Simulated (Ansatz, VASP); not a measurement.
**Te in VASP and in Ansatz**

```xyz
3
Lattice="4.3188 -2.4186 0.0000 4.3188 2.4186 0.0000 -0.1331 0.0000 3.9573" Properties=species:S:1:pos:R:3 pbc="T T T"
Te    5.7492    0.0000    2.6712
Te    2.7553    0.0000    1.2861
Te    0.0000    0.0000    0.0000
```

Change from the starting cell: equal xx and yy strain of +2 %.

Alike in both runs: task single point; functional PBE; k mesh 8 × 8 × 8; occupations fermi-dirac, width 0.05 eV; no spin polarisation.

|  | VASP | Ansatz |
| --- | --- | --- |
| version | VASP 6.6.1 | Ansatz 0.2.0 |
| potentials or method | VASP PAW PBE potentials, release 64 (Te), cutoff 520 eV | all-electron LAPW, scalar-relativistic |

VASP gave:

| Quantity | Value |
| --- | --- |
| pressure (GPa) | 5.5 |
| traceless stress, the component that is largest in VASP (GPa) | 2.06 |
| rms of the force components (eV/Å) | 0.178 |

Task: Estimate Ansatz's values.

Result: Pressure (GPa): 5.5; traceless stress, the component that is largest in VASP (GPa): 2.06; rms of the force components (eV/Å): 0.177.

Atom by atom the forces differ by 0.001 eV/Å (rms over components). Ansatz ran all-electron here, and VASP with PAW potentials.

Neither program's run includes spin-orbit coupling.
